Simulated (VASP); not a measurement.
# NaCl (Fm-3m) in VASP: a series of runs

NaCl is run at these levels: LDA; tasks: single point, relaxation of cell and atoms.

Program: VASP 6.6.1. These are calculated values, not measurements. Logs are shortened: lines on timing, memory, paths and dates and some standing lists are left out, and cuts for length are marked.

## (1) The cell of the first run

The structure is cubic, space group Fm-3m (No. 225). Conventional cell: a = 5.620 Å, b = 5.620 Å, c = 5.620 Å, α = 90.00°, β = 90.00°, γ = 90.00°. Na (site symmetry m-3m) has 6 Cl at 2.81 Å within 3.7 Å. Within 3.7 Å of Cl (site symmetry m-3m) lie 6 Na at 2.81 Å.

## (2) Single point, LDA

File INCAR:

```
PREC     = Accurate       # precision mode
ENCUT    = 520            # plane-wave cutoff, eV
EDIFF    = 1E-7           # SCF threshold, eV
ISMEAR   = 0              # smearing method
SIGMA    = 0.1            # smearing width, eV
LREAL    = F              # projectors in reciprocal space
LASPH    = T              # aspherical terms in the spheres
NELM     = 60             # most SCF steps
ALGO     = Normal         # electronic algorithm
ISIF     = 2              # what is computed and relaxed
LWAVE    = F              # write WAVECAR
LCHARG   = F              # write CHGCAR
GGA      = CA             # functional
NBANDS   = 14             # bands
```

File KPOINTS:

```
Automatic mesh
0
Gamma
  6 6 6
```

File POSCAR:

```
NaCl
1.0
    0.0000000000      2.8100000000      2.8100000000
    2.8100000000      0.0000000000      2.8100000000
    2.8100000000      2.8100000000      0.0000000000
Na Cl
1 1
Direct
    0.0000000000      0.0000000000      0.0000000000
    0.5000000000      0.5000000000      0.5000000000
```

Potentials or basis: VASP PAW LDA potentials, release 64 (Na_pv, Cl).

Run with:

```bash
$ cat potpaw_LDA.64/Na_pv/POTCAR potpaw_LDA.64/Cl/POTCAR > POTCAR
$ mpirun -np 1 vasp_std > vasp.out
```

OUTCAR:

```text
PREC = Accurate
   ENCUT = 520
   EDIFF = 1E-7
   ISMEAR = 0
   LREAL = F
   LASPH = T
   NELM = 60
   ISIF = 2
   GGA = CA

 ion  position               nearest neighbor table
   1  0.000  0.000  0.000-
   2  0.500  0.500  0.500-

  LATTYP: Found a face centered cubic cell.
 ALAT       =     5.6200000000

  Lattice vectors:

 A1 = (   0.0000000000,   2.8100000000,   2.8100000000)
 A2 = (   2.8100000000,   0.0000000000,   2.8100000000)
 A3 = (   2.8100000000,   2.8100000000,   0.0000000000)

Analysis of symmetry for initial positions (statically):
=====================================================================
 Subroutine PRICEL returns:
 Original cell was already a primitive cell.

 Routine SETGRP: Setting up the symmetry group for a
 face centered cubic supercell.

 Subroutine GETGRP returns: Found 48 space group operations
 (whereof 48 operations were pure point group operations)
 out of a pool of 48 trial point group operations.

The static configuration has the point symmetry O_h .

Analysis of symmetry for dynamics (positions and initial velocities):
=====================================================================
 Subroutine PRICEL returns:
 Original cell was already a primitive cell.

 Routine SETGRP: Setting up the symmetry group for a
 face centered cubic supercell.

 Subroutine GETGRP returns: Found 48 space group operations
 (whereof 48 operations were pure point group operations)
 out of a pool of 48 trial point group operations.

The dynamic configuration has the point symmetry O_h .

 Subroutine INISYM returns: Found 48 space group operations
 (whereof 48 operations are pure point group operations),
 and found     1 'primitive' translations

----------------------------------------------------------------------------------------

                                     Primitive cell

  volume of cell :      44.3761

  direct lattice vectors                    reciprocal lattice vectors
     0.000000000  2.810000000  2.810000000    -0.177935943  0.177935943  0.177935943
     2.810000000  0.000000000  2.810000000     0.177935943 -0.177935943  0.177935943
     2.810000000  2.810000000  0.000000000     0.177935943  0.177935943 -0.177935943

  length of vectors
     3.973940110  3.973940110  3.973940110     0.308194094  0.308194094  0.308194094

  position of ions in fractional coordinates (direct lattice)
     0.000000000  0.000000000  0.000000000
     0.500000000  0.500000000  0.500000000

  ion indices of the primitive-cell ions
   primitive index   ion index
                 1           1
                 2           2

----------------------------------------------------------------------------------------

 KPOINTS: Automatic mesh

Automatic generation of k-mesh.
 Grid dimensions read from file:
 generate k-points for:    6    6    6

 Generating k-lattice:

  Cartesian coordinates                     Fractional coordinates (reciprocal lattice)
    -0.029655991  0.029655991  0.029655991     0.166666667  0.000000000  0.000000000
     0.029655991 -0.029655991  0.029655991     0.000000000  0.166666667  0.000000000
     0.029655991  0.029655991 -0.029655991     0.000000000  0.000000000  0.166666667

  Length of vectors
     0.051365682  0.051365682  0.051365682

  Shift w.r.t. Gamma in fractional coordinates (k-lattice)
     0.000000000  0.000000000  0.000000000

 Subroutine IBZKPT returns following result:
 ===========================================

 Found     16 irreducible k-points:

 Following reciprocal coordinates:
            Coordinates               Weight
  0.000000  0.000000  0.000000      1.000000
  0.166667  0.000000  0.000000      8.000000
  0.333333  0.000000  0.000000      8.000000
  0.500000  0.000000  0.000000      4.000000
  0.166667  0.166667  0.000000      6.000000
  0.333333  0.166667  0.000000     24.000000
[... 8 lines left out ...]
 -0.333333  0.333333  0.166667     24.000000
 -0.333333  0.500000  0.166667     12.000000
   k-points           NKPTS =     16   k-points in BZ     NKDIM =     16   number of bands    NBANDS=     14
   number of dos      NEDOS =    301   number of ions     NIONS =      2
   total plane-waves  NPLWV =  27000
   dimension x,y,z NGX =    30 NGY =   30 NGZ =   30
   dimension x,y,z NGXF=    60 NGYF=   60 NGZF=   60
   ions per type =               1   1
   NGX,Y,Z   is equivalent  to a cutoff of  12.55, 12.55, 12.55 a.u.
   NGXF,Y,Z  is equivalent  to a cutoff of  25.10, 25.10, 25.10 a.u.
 SYSTEM =  unknown system
   PREC   = accura    normal or accurate (medium, high low for compatibility)
   ISTART =      0    job   : 0-new  1-cont  2-samecut
   ICHARG =      2    charge: 1-file 2-atom 10-const
   ISPIN  =      1    spin polarized calculation?
   LNONCOLLINEAR =      F non collinear calculations
   LSORBIT =      F    spin-orbit coupling
   LASPH  =      T    aspherical Exc in radial PAW
   ENCUT  =  520.0 eV  38.22 Ry    6.18 a.u.   7.39  7.39  7.39*2*pi/ulx,y,z
   NELM   =     60;   NELMIN=  2; NELMDL= -5     # of ELM steps
   EDIFF  = 0.1E-06   stopping-criterion for ELM
   LREAL  =      F    real-space projection
   EDIFFG = 0.1E-05   stopping-criterion for IOM
   NSW    =      0    number of steps for IOM
   IBRION =     -1    ionic relax: 0-MD 1-quasi-New 2-CG
   NFREE  =      0    steps in history (QN), initial steepest desc. (CG)
   ISIF   =      2    stress and relaxation
   ISYM   =      2    0-nonsym 1-usesym 2-fastsym
   POTIM  = 0.5000    time-step for ionic-motion
   TEBEG  =    0.0;   TEEND  =   0.0 temperature during run
   PSTRESS=    0.0 pullay stress
   NELECT =      14.0000    total number of electrons
   NUPDOWN=      -1.0000    fix difference up-down
   EMIN   =  10.00;   EMAX   =-10.00  energy-range for DOS
   EFERMI =   0.00;   METHOD = LEGACY
   ISMEAR =     0;   SIGMA  =   0.10  broadening in eV -4-tet -1-fermi 0-gaus
   EFERMI_NEDOS =   21; number of points for ismear=-14 and -15
   IALGO  =     38    algorithm
   IMIX   =      4    mixing-type and parameters
     AMIX     =   0.40;   BMIX     =  1.00
     AMIX_MAG =   1.60;   BMIX_MAG =  1.00
  volume/ion in A,a.u.               =      22.19       149.73
  Fermi-wavevector in a.u.,A,eV,Ry     =   1.114469  2.106040 16.898985  1.242040
  Thomas-Fermi vector in A             =   2.251064
   LORBIT       =      0    0 simple, 1 ext, 2 COOP (PROOUT), +10 PAW based schemes
   GGA     = CA    functional components
   LHFCALC =     F    Hartree Fock is set to
   AEXX    =    0.0000 exact exchange contribution
   IVDW    =     0    specifies the selected vdW correction
   LEPSILON=     F    determine dielectric tensor
   LRPA    =     F    only Hartree local field effects (RPA)
 non-spin polarized calculation
 Gauss-broadening in eV      SIGMA  =   0.10
  energy-cutoff  :      520.00
  volume of cell :       44.38
 maximum number of plane-waves:      1243
 NGX is ok and might be reduce to    30
   NGX = 15   NGY = 15   NGZ = 15

 number of electron      14.0000005 magnetization

 Free energy of the ion-electron system (eV)
  ---------------------------------------------------
  ext. energy  EPLUGINS =         0.00000000
  ---------------------------------------------------
  free energy    TOTEN  =        -7.36307429 eV

  energy without entropy =       -7.36307429  energy(sigma->0) =       -7.36307429

 E-fermi :  -0.4644     XC(G=0):  -8.7669

 val. band max:       -0.8877890020   @ k =   0.0000   0.0000   0.0000
 cond. band min:       3.8506981642   @ k =   0.0000   0.0000   0.0000
 fundamental gap:      4.7384871662
 Fermi energy:        -0.4643775639

 k-point     1 :       0.0000    0.0000    0.0000
  band No.  band energies     occupation
      1     -21.6449      2.00000
      2     -21.6449      2.00000
      3     -21.6449      2.00000
      4     -13.4961      2.00000
      5      -0.8878      2.00000
      6      -0.8878      2.00000
      7      -0.8878      2.00000
      8       3.8507      0.00000
      9       9.9689      0.00000
     10       9.9689      0.00000
     11       9.9689      0.00000
     12      12.2124      0.00000
     13      12.2124      0.00000
     14      13.6010      0.00000

 k-point     2 :       0.1667    0.0000    0.0000
  band No.  band energies     occupation
      1     -21.6531      2.00000
      2     -21.6455      2.00000
      3     -21.6455      2.00000
      4     -13.4085      2.00000
      5      -1.5406      2.00000
      6      -0.9615      2.00000
      7      -0.9615      2.00000
      8       4.6957      0.00000
      9       9.1417      0.00000
     10      10.2552      0.00000
     11      10.2552      0.00000
     12      11.8524      0.00000
     13      11.8524      0.00000
     14      14.6886      0.00000

 k-point     3 :       0.3333    0.0000    0.0000
  band No.  band energies     occupation
      1     -21.6694      2.00000
      2     -21.6467      2.00000
      3     -21.6467      2.00000
      4     -13.2251      2.00000
      5      -2.5286      2.00000
      6      -1.1017      2.00000
      7      -1.1017      2.00000
      8       5.8136      0.00000
      9       8.9087      0.00000
     10      10.0510      0.00000
     11      10.0510      0.00000
     12      12.9586      0.00000
     13      12.9586      0.00000
     14      13.9740      0.00000
[... 188 lines left out ...]
 k-point    15 :      -0.3333    0.3333    0.1667
  band No.  band energies     occupation
      1     -21.6671      2.00000
      2     -21.6573      2.00000
      3     -21.6518      2.00000
      4     -13.0772      2.00000
      5      -2.4588      2.00000
      6      -1.9389      2.00000
      7      -1.4561      2.00000
      8       7.7061      0.00000
      9       7.9729      0.00000
     10       8.7943      0.00000
     11      10.6940      0.00000
     12      13.0949      0.00000
     13      14.4844      0.00000
     14      15.7152      0.00000

 k-point    16 :      -0.3333    0.5000    0.1667
  band No.  band energies     occupation
      1     -21.6641      2.00000
      2     -21.6573      2.00000
      3     -21.6557      2.00000
      4     -13.0644      2.00000
      5      -2.4187      2.00000
      6      -1.8603      2.00000
      7      -1.6533      2.00000
      8       7.1898      0.00000
      9       7.6886      0.00000
     10       9.3239      0.00000
     11      10.8779      0.00000
     12      13.9720      0.00000
     13      15.1886      0.00000
     14      15.2647      0.00000

------------------------ aborting loop because EDIFF is reached ----------------------------------------

  FORCE on cell =-STRESS in cart. coord.  units (eV):
  Direction    XX          YY          ZZ          XY          YZ          ZX
  --------------------------------------------------------------------------------------
  -------------------------------------------------------------------------------------
  Total       -0.6174843     -0.6174843     -0.6174843      0.0000000      0.0000000      0.0000000
  in kB      -22.2939755    -22.2939755    -22.2939755      0.0000000      0.0000000      0.0000000
  external PRESSURE =     -22.2939755 kB  Pullay stress =       0.0000000 kB

 VOLUME and BASIS-vectors are now :
 -----------------------------------------------------------------------------
  energy-cutoff  :      520.00
  volume of cell :       44.38
      direct lattice vectors                 reciprocal lattice vectors
     0.000000000  2.810000000  2.810000000    -0.177935943  0.177935943  0.177935943
     2.810000000  0.000000000  2.810000000     0.177935943 -0.177935943  0.177935943
     2.810000000  2.810000000  0.000000000     0.177935943  0.177935943 -0.177935943

 POSITION                                       TOTAL-FORCE (eV/Angst)
 -----------------------------------------------------------------------------------
      0.00000      0.00000      0.00000         0.000000     -0.000000     -0.000000
      2.81000      2.81000      2.81000        -0.000000      0.000000      0.000000
 -----------------------------------------------------------------------------------
    total drift:                               -0.000000      0.000000      0.000000

  FREE ENERGIE OF THE ION-ELECTRON SYSTEM (eV)
  ---------------------------------------------------
  free  energy   TOTEN  =        -7.3630742908 eV

  energy  without entropy=       -7.3630742908  energy(sigma->0) =       -7.36307429
```

Run time: 8.8 s. Hardware: 1 thread of Intel Xeon Platinum 8259CL at 2.50GHz (Skylake/Cascade Lake), shared host; peak memory 0.14 GiB.

What came out:

* Free energy: -7.3631 eV
* Pressure: -2.2 GPa
* Band gap on the k mesh: 4.74 eV

[end of part 1 of 2]
